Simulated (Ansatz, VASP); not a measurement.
# SrO in VASP and in Ansatz

POSCAR

```
SrO
1.0
   -0.0687971287      2.5110951978      2.5110951978
    2.5110951978     -0.0687971287      2.5110951978
    2.5110951978      2.5110951978     -0.0687971287
Sr O
1 1
Direct
    0.0000000000      0.0000000000      0.0000000000
    0.5000000000      0.5000000000      0.5000000000
```

The input INCAR.step1:

```
SYSTEM = SrO
ALGO = Normal
EDIFF = 1E-4
ENCUT = 520
GGA = PE
ISMEAR = 0
LASPH = .True.
LCHARG = .False.
LREAL = .False.
LWAVE = .True.
NBANDS = 15
NELM = 80
PREC = Accurate
SIGMA = 0.01
```

Contents of INCAR.step2:

```
SYSTEM = SrO
ALGO = Normal
EDIFF = 1E-7
ENCUT = 520
ISIF = 2
ISMEAR = 0
ISTART = 1
LASPH = .True.
LCHARG = .False.
LMIXTAU = .True.
LREAL = .False.
LWAVE = .False.
METAGGA = R2SCAN
NBANDS = 15
NELM = 80
PREC = Accurate
SIGMA = 0.01
```

File KPOINTS:

```
k-points
0
Gamma
  8 8 8
  0 0 0
```

Input for Ansatz:

```yaml
crystal:
  lattice:
    - [-0.0687971287, 2.5110951978, 2.5110951978]
    - [2.5110951978, -0.0687971287, 2.5110951978]
    - [2.5110951978, 2.5110951978, -0.0687971287]
  atoms:
    - { symbol: Sr, position: [0.0, 0.0, 0.0] }
    - { symbol: O, position: [0.5, 0.5, 0.5] }
kpoints:
  mp_grid: { grid: [8, 8, 8] }
  band_path:
    path:
      - [0.0, 0.0, 0.0]
      - [0.5, 0.0, 0.5]
      - [0.625, 0.25, 0.625]
      - [0.375, 0.375, 0.75]
      - [0.5, 0.5, 0.5]
      - [0.5, 0.25, 0.75]
      - [0.0, 0.5, 0.5]
    npoints: 1
hamiltonian:
  xc: r2scan
scf:
  occupations: { method: fixed }
  n_extra_bands: 4
output:
  forces: true
  stress: true
  eigenvalues: true
  write_density: true
  write_potential: true
  elf: true
  volumetric_format: npy
```

Change from the starting cell: shear_111 strain -4.0%.

Alike in both runs: task single point; functional r2SCAN; k mesh 8 × 8 × 8; no spin polarisation.

```csv
,VASP,Ansatz
version,VASP 6.6.1,Ansatz 0.2.0
potentials or method,"VASP PAW PBE potentials, release 64 (Sr_sv, O)","plane waves, PAW"
plane-wave cutoff (eV),520,500
occupations,"gaussian, width 0.01 eV",fixed
valence electrons in the cell,16,16
```

Ansatz gave:

* gap on the k mesh at the Fermi level (eV): 3.72
* pressure (GPa): 4.1
* traceless stress, the component that is largest in VASP (GPa): 1.36

**Question.** What did VASP give for the same quantities?

**Answer.** gap on the k mesh at the Fermi level (eV): 3.66; pressure (GPa): 4.7; traceless stress, the component that is largest in VASP (GPa): 1.36.

VASP's potentials were made for PBE, not for r2SCAN.
